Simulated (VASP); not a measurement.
# Sc4AlAs (F-43m) in VASP: single point with PBE

Aim: the single point of Sc4AlAs with PBE.

Program: VASP 6.6.1. These are calculated values, not measurements. Logs are shortened: lines on timing, memory, paths and dates and some standing lists are left out, and cuts for length are marked.

### Step 1. The cell of the first run

The structure is cubic, space group F-43m (No. 216). Conventional cell: a = 6.589 Å, b = 6.589 Å, c = 6.589 Å, α = 90.00°, β = 90.00°, γ = 90.00°. Within 1.4 Å of Sc (site symmetry 3m) lie 1 Al at 1.01 Å. Al (site symmetry -43m) has 4 Sc at 1.01 Å within 1.4 Å. Within 3.7 Å of As (site symmetry -43m) lie 12 Sc at 2.84 Å and 6 Al at 3.29 Å.

The cell was built from a structure type or drawn by symmetry, and may not be a known phase.

### Step 2. Single point, PBE

INCAR

```
  ALGO = Normal
  EDIFF = 1E-6
  ENCUT = 520
  GGA = PE
  ISIF = 2
  ISMEAR = 0
  LASPH = T
  LCHARG = F
  LREAL = F
  LWAVE = F
  NBANDS = 35
  NELM = 80
  PREC = Accurate
  SIGMA = 0.1
```

KPOINTS

```
k-points
0
Gamma
  4 4 4
```

POSCAR

```
Sc4AlAs
1.0
    0.0000000000      3.2944438300      3.2944438300
    3.2944438300      0.0000000000      3.2944438300
    3.2944438300      3.2944438300      0.0000000000
Sc Al As
4 1 1
Direct
    0.1618709100      0.1618709100      0.1618709100
    0.1618709100      0.1618709100      0.5143872800
    0.1618709100      0.5143872800      0.1618709100
    0.5143872800      0.1618709100      0.1618709100
    0.2500000000      0.2500000000      0.2500000000
    0.7500000000      0.7500000000      0.7500000000
```

Potentials or basis: VASP PAW PBE potentials, release 64 (Sc_sv, Al, As).

Started as:

```console
$ cat potpaw_PBE.64/Sc_sv/POTCAR potpaw_PBE.64/Al/POTCAR potpaw_PBE.64/As/POTCAR > POTCAR
$ mpirun -np 1 vasp_std > vasp.out
```

OUTCAR:

```text
EDIFF = 1E-6
   ENCUT = 520
   GGA = PE
   ISIF = 2
   ISMEAR = 0
   LASPH = T
   LREAL = F
   NELM = 80
   PREC = Accurate

 ion  position               nearest neighbor table
   1  0.162  0.162  0.162-   5 1.01   3 1.64   4 1.64   2 1.64   6 2.84   6 2.84   6 2.84   2 3.02
                             3 3.02   4 3.02
   2  0.162  0.162  0.514-   5 1.01   3 1.64   4 1.64   1 1.64   6 2.84   6 2.84   6 2.84   1 3.02
                             3 3.02   4 3.02
   3  0.162  0.514  0.162-   5 1.01   2 1.64   4 1.64   1 1.64   6 2.84   6 2.84   6 2.84   1 3.02
                             2 3.02   4 3.02
   4  0.514  0.162  0.162-   5 1.01   2 1.64   3 1.64   1 1.64   6 2.84   6 2.84   6 2.84   2 3.02
                             3 3.02   1 3.02
   5  0.250  0.250  0.250-   1 1.01   2 1.01   3 1.01   4 1.01
   6  0.750  0.750  0.750-   3 2.84   4 2.84   2 2.84   4 2.84   2 2.84   3 2.84   1 2.84   1 2.84
                             1 2.84   2 2.84   3 2.84   4 2.84

 -----------------------------------------------------------------------------
|                                                                             |
|           W    W    AA    RRRRR   N    N  II  N    N   GGGG   !!!           |
|           W    W   A  A   R    R  NN   N  II  NN   N  G    G  !!!           |
|           W    W  A    A  R    R  N N  N  II  N N  N  G       !!!           |
|           W WW W  AAAAAA  RRRRR   N  N N  II  N  N N  G  GGG   !            |
|           WW  WW  A    A  R   R   N   NN  II  N   NN  G    G                |
|           W    W  A    A  R    R  N    N  II  N    N   GGGG   !!!           |
|                                                                             |
|     The distance between some ions is very small. Please check the          |
|     nearest-neighbor list in the OUTCAR file.                               |
|     I HOPE YOU KNOW WHAT YOU ARE DOING!                                     |
|                                                                             |
 -----------------------------------------------------------------------------

  LATTYP: Found a face centered cubic cell.
 ALAT       =     6.5888876600

  Lattice vectors:

 A1 = (   0.0000000000,   3.2944438300,   3.2944438300)
 A2 = (   3.2944438300,   0.0000000000,   3.2944438300)
 A3 = (   3.2944438300,   3.2944438300,   0.0000000000)

Analysis of symmetry for initial positions (statically):
=====================================================================
 Subroutine PRICEL returns:
 Original cell was already a primitive cell.

 Routine SETGRP: Setting up the symmetry group for a
 face centered cubic supercell.

 Subroutine GETGRP returns: Found 24 space group operations
 (whereof 24 operations were pure point group operations)
 out of a pool of 48 trial point group operations.

The static configuration has the point symmetry T_d .

Analysis of symmetry for dynamics (positions and initial velocities):
=====================================================================
 Subroutine PRICEL returns:
 Original cell was already a primitive cell.

 Routine SETGRP: Setting up the symmetry group for a
 face centered cubic supercell.

 Subroutine GETGRP returns: Found 24 space group operations
 (whereof 24 operations were pure point group operations)
 out of a pool of 48 trial point group operations.

The dynamic configuration has the point symmetry T_d .

 Subroutine INISYM returns: Found 24 space group operations
 (whereof 24 operations are pure point group operations),
 and found     1 'primitive' translations

----------------------------------------------------------------------------------------

                                     Primitive cell

  volume of cell :      71.5116

  direct lattice vectors                    reciprocal lattice vectors
     0.000000000  3.294443830  3.294443830    -0.151770686  0.151770686  0.151770686
     3.294443830  0.000000000  3.294443830     0.151770686 -0.151770686  0.151770686
     3.294443830  3.294443830  0.000000000     0.151770686  0.151770686 -0.151770686

  length of vectors
     4.659047145  4.659047145  4.659047145     0.262874539  0.262874539  0.262874539

  position of ions in fractional coordinates (direct lattice)
     0.161870910  0.161870910  0.161870910
     0.161870910  0.161870910  0.514387280
     0.161870910  0.514387280  0.161870910
     0.514387280  0.161870910  0.161870910
     0.250000000  0.250000000  0.250000000
     0.750000000  0.750000000  0.750000000

  ion indices of the primitive-cell ions
   primitive index   ion index
                 1           1
                 2           2
                 3           3
                 4           4
                 5           5
                 6           6

----------------------------------------------------------------------------------------

 KPOINTS: k-points

Automatic generation of k-mesh.
 Grid dimensions read from file:
 generate k-points for:    4    4    4

 Generating k-lattice:

  Cartesian coordinates                     Fractional coordinates (reciprocal lattice)
    -0.037942671  0.037942671  0.037942671     0.250000000  0.000000000  0.000000000
     0.037942671 -0.037942671  0.037942671     0.000000000  0.250000000  0.000000000
     0.037942671  0.037942671 -0.037942671     0.000000000  0.000000000  0.250000000

  Length of vectors
     0.065718635  0.065718635  0.065718635

  Shift w.r.t. Gamma in fractional coordinates (k-lattice)
     0.000000000  0.000000000  0.000000000

 Subroutine IBZKPT returns following result:
 ===========================================

 Found      8 irreducible k-points:

 Following reciprocal coordinates:
            Coordinates               Weight
  0.000000  0.000000  0.000000      1.000000
  0.250000  0.000000  0.000000      8.000000
  0.500000  0.000000  0.000000      4.000000
  0.250000  0.250000  0.000000      6.000000
  0.500000  0.250000  0.000000     24.000000
 -0.250000  0.250000  0.000000     12.000000
  0.500000  0.500000  0.000000      3.000000
 -0.250000  0.500000  0.250000      6.000000
   k-points           NKPTS =      8   k-points in BZ     NKDIM =      8   number of bands    NBANDS=     35
   number of dos      NEDOS =    301   number of ions     NIONS =      6
   total plane-waves  NPLWV =  46656
   dimension x,y,z NGX =    36 NGY =   36 NGZ =   36
   dimension x,y,z NGXF=    72 NGYF=   72 NGZF=   72
   ions per type =               4   1   1
   NGX,Y,Z   is equivalent  to a cutoff of  12.85, 12.85, 12.85 a.u.
   NGXF,Y,Z  is equivalent  to a cutoff of  25.69, 25.69, 25.69 a.u.
 SYSTEM =  unknown system
   PREC   = accura    normal or accurate (medium, high low for compatibility)
   ISTART =      0    job   : 0-new  1-cont  2-samecut
   ICHARG =      2    charge: 1-file 2-atom 10-const
   ISPIN  =      1    spin polarized calculation?
   LNONCOLLINEAR =      F non collinear calculations
   LSORBIT =      F    spin-orbit coupling
   LASPH  =      T    aspherical Exc in radial PAW
   ENCUT  =  520.0 eV  38.22 Ry    6.18 a.u.   8.66  8.66  8.66*2*pi/ulx,y,z
   NELM   =     80;   NELMIN=  2; NELMDL= -5     # of ELM steps
   EDIFF  = 0.1E-05   stopping-criterion for ELM
   LREAL  =      F    real-space projection
   EDIFFG = 0.1E-04   stopping-criterion for IOM
   NSW    =      0    number of steps for IOM
   IBRION =     -1    ionic relax: 0-MD 1-quasi-New 2-CG
   NFREE  =      0    steps in history (QN), initial steepest desc. (CG)
   ISIF   =      2    stress and relaxation
   ISYM   =      2    0-nonsym 1-usesym 2-fastsym
   POTIM  = 0.5000    time-step for ionic-motion
   TEBEG  =    0.0;   TEEND  =   0.0 temperature during run
   PSTRESS=    0.0 pullay stress
   NELECT =      52.0000    total number of electrons
   NUPDOWN=      -1.0000    fix difference up-down
   EMIN   =  10.00;   EMAX   =-10.00  energy-range for DOS
   EFERMI =   0.00;   METHOD = LEGACY
   ISMEAR =     0;   SIGMA  =   0.10  broadening in eV -4-tet -1-fermi 0-gaus
   EFERMI_NEDOS =   21; number of points for ismear=-14 and -15
   IALGO  =     38    algorithm
   IMIX   =      4    mixing-type and parameters
     AMIX     =   0.40;   BMIX     =  1.00
     AMIX_MAG =   1.60;   BMIX_MAG =  1.00
  volume/ion in A,a.u.               =      11.92        80.43
  Fermi-wavevector in a.u.,A,eV,Ry     =   1.472145  2.781950 29.486683  2.167210
  Thomas-Fermi vector in A             =   2.587195
   LORBIT       =      0    0 simple, 1 ext, 2 COOP (PROOUT), +10 PAW based schemes
   GGA     = PE    functional components
   LHFCALC =     F    Hartree Fock is set to
   AEXX    =    0.0000 exact exchange contribution
   IVDW    =     0    specifies the selected vdW correction
   LEPSILON=     F    determine dielectric tensor
   LRPA    =     F    only Hartree local field effects (RPA)
 non-spin polarized calculation
 Gauss-broadening in eV      SIGMA  =   0.10
  energy-cutoff  :      520.00
  volume of cell :       71.51
 maximum number of plane-waves:      1964
 NGX is ok and might be reduce to    36
   NGX = 17   NGY = 17   NGZ = 17

 number of electron      52.0000005 magnetization

 Free energy of the ion-electron system (eV)
  ---------------------------------------------------
  ext. energy  EPLUGINS =         0.00000000
  ---------------------------------------------------
  free energy    TOTEN  =       170.15013330 eV

  energy without entropy =      170.17356850  energy(sigma->0) =      170.16185090

 E-fermi :   7.3278     XC(G=0): -11.7549

 val. band max:        7.3146212613   @ k =   0.5000   0.0000   0.0000
 cond. band min:       7.3660165595   @ k =  -0.2500   0.2500   0.0000
 fundamental gap:      0.0513952982
 Fermi energy:         7.3277617785

 k-point     1 :       0.0000    0.0000    0.0000
  band No.  band energies     occupation
      1     -39.4960      2.00000
      2     -38.2432      2.00000
      3     -38.2432      2.00000
      4     -38.2432      2.00000
      5     -27.3557      2.00000
      6     -24.9285      2.00000
[... 27 lines left out ...]
     34      12.3081      0.00000
     35      12.3081      0.00000
[... 235 lines left out ...]
      5     -27.1391      2.00000
      6     -24.9815      2.00000
[... 27 lines left out ...]
     34      12.2202      0.00000
     35      12.8339      0.00000

------------------------ aborting loop because EDIFF is reached ----------------------------------------

  FORCE on cell =-STRESS in cart. coord.  units (eV):
  Direction    XX          YY          ZZ          XY          YZ          ZX
  --------------------------------------------------------------------------------------
  -------------------------------------------------------------------------------------
  Total      218.9508023    218.9508023    218.9508023     -0.0000000     -0.0000000      0.0000000
  in kB     4905.4720532   4905.4720532   4905.4720532     -0.0000000     -0.0000000      0.0000000
  external PRESSURE =    4905.4720532 kB  Pullay stress =       0.0000000 kB

 VOLUME and BASIS-vectors are now :
 -----------------------------------------------------------------------------
  energy-cutoff  :      520.00
  volume of cell :       71.51
      direct lattice vectors                 reciprocal lattice vectors
     0.000000000  3.294443830  3.294443830    -0.151770686  0.151770686  0.151770686
     3.294443830  0.000000000  3.294443830     0.151770686 -0.151770686  0.151770686
     3.294443830  3.294443830  0.000000000     0.151770686  0.151770686 -0.151770686

 POSITION                                       TOTAL-FORCE (eV/Angst)
 -----------------------------------------------------------------------------------
      1.06655      1.06655      1.06655       -92.239348    -92.239348    -92.239348
      2.22789      2.22789      1.06655        92.239348     92.239348    -92.239348
      2.22789      1.06655      2.22789        92.239348    -92.239348     92.239348
      1.06655      2.22789      2.22789       -92.239348     92.239348     92.239348
      1.64722      1.64722      1.64722        -0.000000      0.000000     -0.000000
      4.94167      4.94167      4.94167        -0.000000      0.000000     -0.000000
 -----------------------------------------------------------------------------------
    total drift:                               -0.000073     -0.000073     -0.000073

  FREE ENERGIE OF THE ION-ELECTRON SYSTEM (eV)
  ---------------------------------------------------
  free  energy   TOTEN  =       170.1501333038 eV

  energy  without entropy=      170.1735685013  energy(sigma->0) =      170.16185090
```

Wall time 66 s (1 thread of Intel Xeon 8259CL, shared host); peak memory 0.21 GiB.

What came out:

```
Free energy            : 170.1501 eV
Pressure               : 490.5 GPa
Largest force          : 159.763 eV/Å
Band gap on the k mesh : zero (bands 26 and 27 overlap by 0.67 eV)
```

Forces in eV/Å, atoms in the order of the input:
```
Sc  -92.239 -92.239 -92.239
Sc   92.239  92.239 -92.239
Sc   92.239 -92.239  92.239
Sc  -92.239  92.239  92.239
Al    0.000   0.000   0.000
As    0.000   0.000   0.000
```

Caveat: the k points lie up to 0.41 Å⁻¹ apart, too coarse for converged energies and pressures of a metal; atoms lie so close that the PAW spheres overlap strongly, which falsifies energies and pressures; forces of over 1 eV/Å act on the atoms, so gaps and moduli don't describe the material at rest.
